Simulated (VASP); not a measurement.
# Cs2AgBiBr6 (Fm-3m) in VASP: single point with PBE

Aim: the single point of Cs2AgBiBr6 with PBE.

All numbers are computed with VASP 6.6.1; they aren't measurements. Logs are shortened: lines on timing, memory, paths and dates and some standing lists are left out, and cuts for length are marked.

### 1 The cell of the first run

The structure is cubic, space group Fm-3m (No. 225). Conventional cell: a = 11.478 Å, b = 11.478 Å, c = 11.478 Å, α = 90.00°, β = 90.00°, γ = 90.00°. Cs (site symmetry -43m) has 12 Br at 4.06 Å and 4 Ag at 4.97 Å and 4 Bi at 4.97 Å within 5.3 Å. Ag (site symmetry m-3m) has 6 Br at 2.85 Å within 3.8 Å. Within 3.8 Å of Bi (site symmetry m-3m) lie 6 Br at 2.88 Å. Br (site symmetry 4mm) has 1 Ag at 2.85 Å and 1 Bi at 2.88 Å within 3.8 Å.

### 2 Single point, PBE

Input file INCAR:

```
PREC = Accurate
ENCUT = 520
EDIFF = 1E-6
ISMEAR = 0
SIGMA = 0.01
LREAL = F
LASPH = T
NELM = 100
ALGO = Normal
ISIF = 2
LWAVE = F
LCHARG = F
GGA = PE
NBANDS = 54
```

Input file KPOINTS:

```
regular mesh
0
Gamma
  4 4 4
```

Input file POSCAR:

```
Cs2AgBiBr6
1.0
    0.0000000000      5.7389716245      5.7389716245
    5.7389716245      0.0000000000      5.7389716245
    5.7389716245      5.7389716245      0.0000000000
Cs Ag Bi Br
2 1 1 6
Direct
    0.2500000000      0.2500000000      0.2500000000
    0.7500000000      0.7500000000      0.7500000000
    0.5000000000      0.5000000000      0.5000000000
    0.0000000000      0.0000000000      0.0000000000
    0.2513499871      0.7486500129      0.2513499871
    0.2513499871      0.7486500129      0.7486500129
    0.7486500129      0.2513499871      0.7486500129
    0.7486500129      0.2513499871      0.2513499871
    0.2513499871      0.2513499871      0.7486500129
    0.7486500129      0.7486500129      0.2513499871
```

Potentials or basis: VASP PAW PBE potentials, release 64 (Cs_sv, Ag, Bi_d, Br).

On the command line:

```bash
cat potpaw_PBE.64/Cs_sv/POTCAR potpaw_PBE.64/Ag/POTCAR potpaw_PBE.64/Bi_d/POTCAR potpaw_PBE.64/Br/POTCAR > POTCAR
mpirun -np 1 vasp_std > vasp.out
```

OUTCAR:

```text
PREC = Accurate
   ENCUT = 520
   EDIFF = 1E-6
   ISMEAR = 0
   LREAL = F
   LASPH = T
   NELM = 100
   ISIF = 2
   GGA = PE

 ion  position               nearest neighbor table
   1  0.250  0.250  0.250-
   2  0.750  0.750  0.750-
   3  0.500  0.500  0.500-   5 2.85   6 2.85   7 2.85   8 2.85   9 2.85  10 2.85
   4  0.000  0.000  0.000-   5 2.88   6 2.88   7 2.88   8 2.88   9 2.88  10 2.88
   5  0.251  0.749  0.251-   3 2.85   4 2.88
   6  0.251  0.749  0.749-   3 2.85   4 2.88
   7  0.749  0.251  0.749-   3 2.85   4 2.88
   8  0.749  0.251  0.251-   3 2.85   4 2.88
   9  0.251  0.251  0.749-   3 2.85   4 2.88
  10  0.749  0.749  0.251-   3 2.85   4 2.88

  LATTYP: Found a face centered cubic cell.
 ALAT       =    11.4779432490

  Lattice vectors:

 A1 = (   0.0000000000,   5.7389716245,   5.7389716245)
 A2 = (   5.7389716245,   0.0000000000,   5.7389716245)
 A3 = (   5.7389716245,   5.7389716245,   0.0000000000)

Analysis of symmetry for initial positions (statically):
=====================================================================
 Subroutine PRICEL returns:
 Original cell was already a primitive cell.

 Routine SETGRP: Setting up the symmetry group for a
 face centered cubic supercell.

 Subroutine GETGRP returns: Found 48 space group operations
 (whereof 48 operations were pure point group operations)
 out of a pool of 48 trial point group operations.

The static configuration has the point symmetry O_h .

Analysis of symmetry for dynamics (positions and initial velocities):
=====================================================================
 Subroutine PRICEL returns:
 Original cell was already a primitive cell.

 Routine SETGRP: Setting up the symmetry group for a
 face centered cubic supercell.

 Subroutine GETGRP returns: Found 48 space group operations
 (whereof 48 operations were pure point group operations)
 out of a pool of 48 trial point group operations.

The dynamic configuration has the point symmetry O_h .

 Subroutine INISYM returns: Found 48 space group operations
 (whereof 48 operations are pure point group operations),
 and found     1 'primitive' translations

----------------------------------------------------------------------------------------

                                     Primitive cell

  volume of cell :     378.0352

  direct lattice vectors                    reciprocal lattice vectors
     0.000000000  5.738971625  5.738971625    -0.087123623  0.087123623  0.087123623
     5.738971625  0.000000000  5.738971625     0.087123623 -0.087123623  0.087123623
     5.738971625  5.738971625  0.000000000     0.087123623  0.087123623 -0.087123623

  length of vectors
     8.116131505  8.116131505  8.116131505     0.150902542  0.150902542  0.150902542

  position of ions in fractional coordinates (direct lattice)
     0.250000000  0.250000000  0.250000000
     0.750000000  0.750000000  0.750000000
     0.500000000  0.500000000  0.500000000
     0.000000000  0.000000000  0.000000000
     0.251349987  0.748650013  0.251349987
     0.251349987  0.748650013  0.748650013
     0.748650013  0.251349987  0.748650013
     0.748650013  0.251349987  0.251349987
     0.251349987  0.251349987  0.748650013
     0.748650013  0.748650013  0.251349987

  ion indices of the primitive-cell ions
   primitive index   ion index
                 1           1
                 2           2
                 3           3
                 4           4
                 5           5
                 6           6
                 7           7
                 8           8
                 9           9
                10          10

----------------------------------------------------------------------------------------

 KPOINTS: regular mesh

Automatic generation of k-mesh.
 Grid dimensions read from file:
 generate k-points for:    4    4    4

 Generating k-lattice:

  Cartesian coordinates                     Fractional coordinates (reciprocal lattice)
    -0.021780906  0.021780906  0.021780906     0.250000000  0.000000000  0.000000000
     0.021780906 -0.021780906  0.021780906     0.000000000  0.250000000  0.000000000
     0.021780906  0.021780906 -0.021780906     0.000000000  0.000000000  0.250000000

  Length of vectors
     0.037725635  0.037725635  0.037725635

  Shift w.r.t. Gamma in fractional coordinates (k-lattice)
     0.000000000  0.000000000  0.000000000

 Subroutine IBZKPT returns following result:
 ===========================================

 Found      8 irreducible k-points:

 Following reciprocal coordinates:
            Coordinates               Weight
  0.000000  0.000000  0.000000      1.000000
  0.250000  0.000000  0.000000      8.000000
  0.500000  0.000000  0.000000      4.000000
  0.250000  0.250000  0.000000      6.000000
  0.500000  0.250000  0.000000     24.000000
 -0.250000  0.250000  0.000000     12.000000
  0.500000  0.500000  0.000000      3.000000
 -0.250000  0.500000  0.250000      6.000000
   k-points           NKPTS =      8   k-points in BZ     NKDIM =      8   number of bands    NBANDS=     54
   number of dos      NEDOS =    301   number of ions     NIONS =     10
   total plane-waves  NPLWV = 216000
   dimension x,y,z NGX =    60 NGY =   60 NGZ =   60
   dimension x,y,z NGXF=   120 NGYF=  120 NGZF=  120
   ions per type =               2   1   1   6
   NGX,Y,Z   is equivalent  to a cutoff of  12.29, 12.29, 12.29 a.u.
   NGXF,Y,Z  is equivalent  to a cutoff of  24.58, 24.58, 24.58 a.u.
 SYSTEM =  unknown system
   PREC   = accura    normal or accurate (medium, high low for compatibility)
   ISTART =      0    job   : 0-new  1-cont  2-samecut
   ICHARG =      2    charge: 1-file 2-atom 10-const
   ISPIN  =      1    spin polarized calculation?
   LNONCOLLINEAR =      F non collinear calculations
   LSORBIT =      F    spin-orbit coupling
   LASPH  =      T    aspherical Exc in radial PAW
   ENCUT  =  520.0 eV  38.22 Ry    6.18 a.u.  15.09 15.09 15.09*2*pi/ulx,y,z
   NELM   =    100;   NELMIN=  2; NELMDL= -5     # of ELM steps
   EDIFF  = 0.1E-05   stopping-criterion for ELM
   LREAL  =      F    real-space projection
   EDIFFG = 0.1E-04   stopping-criterion for IOM
   NSW    =      0    number of steps for IOM
   IBRION =     -1    ionic relax: 0-MD 1-quasi-New 2-CG
   NFREE  =      0    steps in history (QN), initial steepest desc. (CG)
   ISIF   =      2    stress and relaxation
   ISYM   =      2    0-nonsym 1-usesym 2-fastsym
   POTIM  = 0.5000    time-step for ionic-motion
   TEBEG  =    0.0;   TEEND  =   0.0 temperature during run
   PSTRESS=    0.0 pullay stress
   NELECT =      86.0000    total number of electrons
   NUPDOWN=      -1.0000    fix difference up-down
   EMIN   =  10.00;   EMAX   =-10.00  energy-range for DOS
   EFERMI =   0.00;   METHOD = LEGACY
   ISMEAR =     0;   SIGMA  =   0.01  broadening in eV -4-tet -1-fermi 0-gaus
   EFERMI_NEDOS =   21; number of points for ismear=-14 and -15
   IALGO  =     38    algorithm
   IMIX   =      4    mixing-type and parameters
     AMIX     =   0.40;   BMIX     =  1.00
     AMIX_MAG =   1.60;   BMIX_MAG =  1.00
  volume/ion in A,a.u.               =      37.80       255.11
  Fermi-wavevector in a.u.,A,eV,Ry     =   0.999379  1.888553 13.588934  0.998758
  Thomas-Fermi vector in A             =   2.131665
   LORBIT       =      0    0 simple, 1 ext, 2 COOP (PROOUT), +10 PAW based schemes
   GGA     = PE    functional components
   LHFCALC =     F    Hartree Fock is set to
   AEXX    =    0.0000 exact exchange contribution
   IVDW    =     0    specifies the selected vdW correction
   LEPSILON=     F    determine dielectric tensor
   LRPA    =     F    only Hartree local field effects (RPA)
 non-spin polarized calculation
 Gauss-broadening in eV      SIGMA  =   0.01
  energy-cutoff  :      520.00
  volume of cell :      378.04
 maximum number of plane-waves:     10204
   NGX = 31   NGY = 31   NGZ = 31

 number of electron      85.9999991 magnetization

 Free energy of the ion-electron system (eV)
  ---------------------------------------------------
  ext. energy  EPLUGINS =         0.00000000
  ---------------------------------------------------
  free energy    TOTEN  =       -29.61645862 eV

  energy without entropy =      -29.61645862  energy(sigma->0) =      -29.61645862

 E-fermi :   0.8269     XC(G=0):  -7.8826

 val. band max:        0.7751237000   @ k =   0.5000   0.5000   0.0000
 cond. band min:       2.1036940169   @ k =   0.5000   0.0000   0.0000
 fundamental gap:      1.3285703169
 Fermi energy:         0.8269011884

 k-point     1 :       0.0000    0.0000    0.0000
  band No.  band energies     occupation
      1     -22.2388      2.00000
      2     -22.2388      2.00000
      3     -22.2158      2.00000
      4     -22.2157      2.00000
      5     -22.2157      2.00000
      6     -19.8575      2.00000
[... 46 lines left out ...]
     53       6.4282      0.00000
     54       6.4287      0.00000

 k-point     2 :       0.2500    0.0000    0.0000
  band No.  band energies     occupation
      1     -22.2388      2.00000
      2     -22.2388      2.00000
      3     -22.2158      2.00000
      4     -22.2158      2.00000
      5     -22.2158      2.00000
      6     -19.8568      2.00000
[... 46 lines left out ...]
     53       6.6626      0.00000
     54       6.7088      0.00000
[... 283 lines left out ...]
     53       7.2212      0.00000
     54       7.4532      0.00000

 k-point     8 :      -0.2500    0.5000    0.2500
  band No.  band energies     occupation
      1     -22.2388      2.00000
      2     -22.2388      2.00000
      3     -22.2158      2.00000
      4     -22.2158      2.00000
      5     -22.2158      2.00000
      6     -19.8552      2.00000
[... 46 lines left out ...]
     53       6.9608      0.00000
     54       7.2961      0.00000

------------------------ aborting loop because EDIFF is reached ----------------------------------------

  FORCE on cell =-STRESS in cart. coord.  units (eV):
  Direction    XX          YY          ZZ          XY          YZ          ZX
  --------------------------------------------------------------------------------------
  -------------------------------------------------------------------------------------
  Total       -0.0123069     -0.0123069     -0.0123069      0.0000000      0.0000000     -0.0000000
  in kB       -0.0521589     -0.0521589     -0.0521589      0.0000000      0.0000000     -0.0000000
  external PRESSURE =      -0.0521589 kB  Pullay stress =       0.0000000 kB

 VOLUME and BASIS-vectors are now :
 -----------------------------------------------------------------------------
  energy-cutoff  :      520.00
  volume of cell :      378.04
      direct lattice vectors                 reciprocal lattice vectors
     0.000000000  5.738971625  5.738971625    -0.087123623  0.087123623  0.087123623
     5.738971625  0.000000000  5.738971625     0.087123623 -0.087123623  0.087123623
     5.738971625  5.738971625  0.000000000     0.087123623  0.087123623 -0.087123623

 POSITION                                       TOTAL-FORCE (eV/Angst)
 -----------------------------------------------------------------------------------
      2.86949      2.86949      2.86949         0.000000     -0.000000      0.000000
      8.60846      8.60846      8.60846        -0.000000     -0.000000      0.000000
      5.73897      5.73897      5.73897        -0.000000     -0.000000      0.000000
      0.00000      0.00000      0.00000        -0.000000     -0.000000      0.000000
      5.73897      2.88498      5.73897        -0.000000      0.003391      0.000000
      8.59296      5.73897      5.73897        -0.003391     -0.000000      0.000000
      5.73897      8.59296      5.73897        -0.000000     -0.003391      0.000000
      2.88498      5.73897      5.73897         0.003391     -0.000000      0.000000
      5.73897      5.73897      2.88498        -0.000000     -0.000000      0.003391
      5.73897      5.73897      8.59296        -0.000000     -0.000000     -0.003391
 -----------------------------------------------------------------------------------
    total drift:                                0.000000      0.000000      0.000000

  FREE ENERGIE OF THE ION-ELECTRON SYSTEM (eV)
  ---------------------------------------------------
  free  energy   TOTEN  =       -29.6164586247 eV

  energy  without entropy=      -29.6164586247  energy(sigma->0) =      -29.61645862
```

Wall time 7.1 min (1 thread of Intel Xeon 8259CL, shared host); peak memory 0.59 GiB.

What came out:

- Free energy: -29.6165 eV
- Pressure: 0.0 GPa
- Largest force: 0.003 eV/Å
- Band gap on the k mesh: 1.33 eV (least direct gap 2.38 eV)

Forces on the atoms (eV/Å):
```
Cs   0.000  0.000  0.000
Cs   0.000  0.000  0.000
Ag   0.000  0.000  0.000
Bi   0.000  0.000  0.000
Br   0.000  0.003  0.000
Br  -0.003  0.000  0.000
Br   0.000 -0.003  0.000
Br   0.003  0.000  0.000
Br   0.000  0.000  0.003
Br   0.000  0.000 -0.003
```

Levels at points of the mesh, in eV from the valence-band top:
| k point | band 39 | band 40 | band 41 | band 42 | band 43 | band 44 | band 45 | band 46 | band 47 | band 48 |
| --- | --- | --- | --- | --- | --- | --- | --- | --- | --- | --- |
| (0.00, 0.00, 0.00) | -0.98 | -0.98 | -0.98 | -0.56 | -0.56 | 2.34 | 2.34 | 2.34 | 3.71 | 4.81 |
| (0.50, 0.00, 0.00) | -1.26 | -1.26 | -1.26 | -1.05 | -1.05 | 1.33 | 3.54 | 3.54 | 5.05 | 5.22 |
| (0.50, 0.50, 0.00) | -1.32 | -1.32 | -1.00 | -0.56 | 0.00 | 2.76 | 2.76 | 3.08 | 4.28 | 5.35 |

Caveat: spin-orbit coupling is left out, which moves the levels of the heavy elements. A k mesh can miss the band edges.
